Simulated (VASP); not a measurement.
Set up this calculation in VASP 6.6.1, as the native input.

| Item | Value |
| --- | --- |
| Task | single point |
| Functional | PBE |
| Potentials or basis | VASP PAW PBE potentials, release 64 (Ca_sv, Ge_d, N) |
| Cutoff | 520 eV |
| k mesh | 4 × 4 × 4 |
| Occupations | gaussian, width 0.1 eV |
| Spin | no spin polarisation |
| Dipole correction | no |
| Further INCAR settings | ALGO = Normal; EDIFF = 1e-07; NBANDS = 36 |

The structure of CaGe2N3 lies in POSCAR:

```
CaGe2N3
1.0
    2.7077844300     -4.4090625400      0.0000000000
    2.7077844300      4.4090625400      0.0000000000
    0.0000000000      0.0000000000      4.0646538700
Ca Ge N
1 2 3
Direct
    0.5000000000      0.5000000000      0.0000000000
    0.0000000000      0.5000000000      0.5000000000
    0.5000000000      0.0000000000      0.5000000000
    0.1558577600      0.8441422400      0.0000000000
    0.8441422400      0.1558577600      0.0000000000
    0.0000000000      0.0000000000      0.5000000000
```

One way to write it, as run:

INCAR

```
PREC = Accurate ; ENCUT = 520
EDIFF = 1E-7 ; ISMEAR = 0
SIGMA = 0.1 ; LREAL = False
LASPH = True ; NELM = 60
ALGO = Normal ; ISIF = 2
LWAVE = False ; LCHARG = False
GGA = PE ; NBANDS = 36
```

KPOINTS

```
regular mesh
0
Gamma
  4 4 4
```

Potentials or basis: VASP PAW PBE potentials, release 64 (Ca_sv, Ge_d, N).

Launch:

```console
$ cat potpaw_PBE.64/Ca_sv/POTCAR potpaw_PBE.64/Ge_d/POTCAR potpaw_PBE.64/N/POTCAR > POTCAR
$ mpirun -np 1 vasp_std > vasp.out
```

It gave:

```json
{
  "Pressure": "-13.7 GPa",
  "Largest force": "0.407 eV/Å"
}
```

Caveat: the k points lie up to 0.39 Å⁻¹ apart.

It took 74 s on 1 thread of Intel(R) Xeon(R) Platinum 8375C CPU @ 2.90GHz (Ice Lake), on a shared host, peak memory 0.24 GiB.
